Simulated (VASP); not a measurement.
## Sb: relaxation of cell and atoms with r2SCAN

Sb:

```
CELL_PARAMETERS angstrom
-1.72500 1.72500 1.72500
1.72500 -1.72500 1.72500
1.72500 1.72500 -1.72500
ATOMIC_POSITIONS crystal
Sb 0.00000 0.00000 0.00000
```

This isn't the form of Sb at room conditions, which is rhombohedral.

```
Program                : VASP 6.6.1
Task                   : relaxation of cell and atoms
Functional             : r2SCAN
Potentials or basis    : VASP PAW PBE potentials, release 64 (Sb)
Cutoff                 : 600 eV
k mesh                 : 18 × 18 × 18
Occupations            : gaussian, width 0.1 eV
Spin                   : no spin polarisation
Target pressure        : 10 GPa
Dipole correction      : no
Further INCAR settings : ALGO = Normal; EDIFF = 1e-06; IBRION = 2; EDIFFG = -0.02; NSW = 80; ISIF = 3
```

The relaxed volume is 23.86 Å³/atom, the relaxed cell is a = 3.141 Å, b = 3.141 Å, c = 3.141 Å, α = 109.47°, β = 109.47°, γ = 109.47° and the space group after relaxing (to 0.1 Å) is Im-3m (No. 229). The energy change on relaxing (the run minimises the enthalpy) is -410.4 meV/atom, the ionic steps are 16 and the pressure after relaxing is 10.1 GPa. The band gap on the k mesh is zero (an odd number of electrons rules out a gap without spin polarisation).

Step by step:
| step | energy change (eV) | largest force (eV/Å) | pressure (GPa) | volume (Å³) |
| --- | --- | --- | --- | --- |
| 1 | 0.0000 | 0.0000 | 31.94 | 20.53 |
| 2 | -0.4345 | 0.0000 | -5.56 | 30.07 |
| 3 | -0.4248 | 0.0000 | 9.06 | 24.10 |
| 4 | -0.4143 | 0.0000 | 9.85 | 23.92 |
| 5 | -0.4098 | 0.0000 | 10.16 | 23.85 |
| 6 | -0.4099 | 0.0000 | 10.16 | 23.85 |
| 7 | -0.4100 | 0.0000 | 10.15 | 23.85 |
| 8 | -0.4100 | 0.0000 | 10.15 | 23.85 |
| 9 | -0.4100 | 0.0000 | 10.15 | 23.85 |
| 10 | -0.4100 | 0.0000 | 10.15 | 23.85 |
| 11 | -0.4100 | 0.0000 | 10.15 | 23.85 |
| 12 | -0.4100 | 0.0000 | 10.15 | 23.85 |
| 13 | -0.4100 | 0.0000 | 10.14 | 23.85 |
| 14 | -0.4101 | 0.0000 | 10.14 | 23.85 |
| 15 | -0.4102 | 0.0000 | 10.14 | 23.86 |
| 16 | -0.4104 | 0.0000 | 10.12 | 23.86 |

Final structure:
```yaml
crystal:
  lattice:
    - [-1.81358, 1.81358, 1.81358]
    - [1.81358, -1.81358, 1.81358]
    - [1.81358, 1.81358, -1.81358]
  atoms:
    - { symbol: Sb, position: [0.00000, 0.00000, 0.00000] }
```

Levels at points of the mesh, in eV from the Fermi level:
```tsv
k point	band 1	band 2	band 3	band 4	band 5	band 6
(0.00, 0.00, 0.00)	-14.52	6.86	6.86	6.86	11.45	11.45
(0.50, 0.00, 0.00)	-9.39	-6.72	2.00	4.47	7.40	7.46
(0.50, 0.50, 0.50)	-4.95	-2.50	-2.50	-2.50	3.06	3.06
```

Run time: 2.8 min on 1 thread of Intel(R) Xeon(R) 6975P-C (Granite Rapids), with other jobs on the host, peak memory 0.17 GiB.

Caveat: the cell is relaxed towards a set pressure, so the run minimises the enthalpy, not the energy; the volume moved by over 15 % at a fixed basis, so the end points are rough; the PAW data sets were made with another functional, which shifts forces and pressure a little; spin-orbit coupling is left out, which moves the levels of the heavy elements. Zero-point motion and thermal expansion aren't in these numbers.
